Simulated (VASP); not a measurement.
A run of VASP 6.6.1 is set up as follows.

File INCAR:

```
SYSTEM = MgS
  PREC = Accurate
  ENCUT = 520
  EDIFF = 1E-8
  ISMEAR = -1
  SIGMA = 0.05
  LREAL = .FALSE.
  LASPH = .TRUE.
  NELM = 60
  ALGO = Normal
  ISIF = 2
  LWAVE = .FALSE.
  LCHARG = .FALSE.
  GGA = PS
  IBRION = 8
  NSW = 1
```

KPOINTS

```
regular mesh
0
G
  8 8 8
  0 0 0
```

The input POSCAR:

```
MgS
1.0
    0.0000000000      2.8331200468      2.8331200468
    2.8331200468      0.0000000000      2.8331200468
    2.8331200468      2.8331200468      0.0000000000
S Mg
1 1
Direct
    0.2500000000      0.2500000000      0.2500000000
    0.0000000000      0.0000000000      0.0000000000
```

Potentials or basis: VASP PAW PBE potentials, release 64 (S, Mg).

Run with:

```bash
$ cat potpaw_PBE.64/S/POTCAR potpaw_PBE.64/Mg/POTCAR > POTCAR
$ mpirun -np 1 vasp_std > vasp.out
```

Task: Estimate the highest phonon frequency at Γ, LO-TO splitting left out.

Result: 329 cm⁻¹.

Phonon frequencies in cm⁻¹ (negative: imaginary):
```tsv
q point	frequencies
(0.000, 0.000, 0.000)	0 0 0 329 329 329
```
